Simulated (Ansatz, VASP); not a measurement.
# One calculation of Na, two programs

The input INCAR:

```
  PREC = Accurate
  ENCUT = 520
  EDIFF = 1E-8
  ISMEAR = -1
  SIGMA = 0.05
  LREAL = F
  LASPH = T
  NELM = 100
  ALGO = Normal
  ISIF = 2
  LWAVE = F
  LCHARG = F
  GGA = PE
  LEFG = T
  NBANDS = 14
```

KPOINTS

```
Automatic mesh
0
Gamma
  13 13 7
```

The input POSCAR:

```
Na
1.0
    3.7670009976      0.0000000000      0.0000000000
   -1.8835004988      3.2623185600      0.0000000000
    0.0000000000      0.0000000000      6.2770800000
Na
2
Direct
    0.3333333333      0.6666666667      0.2500000000
    0.6666666667      0.3333333333      0.7500000000
```

Input for Ansatz:

```yaml
crystal:
  lattice:
    - [3.7670009976, 0.0, 0.0]
    - [-1.8835004988, 3.26231856, 0.0]
    - [0.0, 0.0, 6.27708]
  atoms:
    - { symbol: Na, position: [0.3333333333, 0.6666666667, 0.25] }
    - { symbol: Na, position: [0.6666666667, 0.3333333333, 0.75] }
kpoints:
  mp_grid: { grid: [13, 13, 7] }
scf:
  occupations: { method: fermi_dirac, width: 0.05 }
hamiltonian:
  xc: pbe
  pseudopotentials: { kind: all_electron, datasets: crystal }
output:
  forces: true
  stress: true
  eigenvalues: true
  efg: { contact_densities: true }
```

Change from the starting cell: zz strain of +2 %, crystal datasets.

Alike in both runs: task electric field gradients; functional PBE; k mesh 13 × 13 × 7; occupations fermi-dirac, width 0.05 eV; no spin polarisation.

```csv
,VASP,Ansatz
version,VASP 6.6.1,Ansatz 0.2.0
potentials or method,"VASP PAW PBE potentials, release 64 (Na_pv), cutoff 520 eV","all-electron PAW with datasets made for the crystal, scalar-relativistic"
```

```tsv
	VASP	Ansatz	Ansatz less VASP
pressure (GPa)	-0.3	-0.3	+0.01
traceless stress, the component that is largest in VASP (GPa)	-0.05	-0.05	+0.003
size of Vzz on the site where it differs most (V/Å²)	0.4	0.4	0.00
```

Ansatz ran all-electron here, and VASP with PAW potentials.
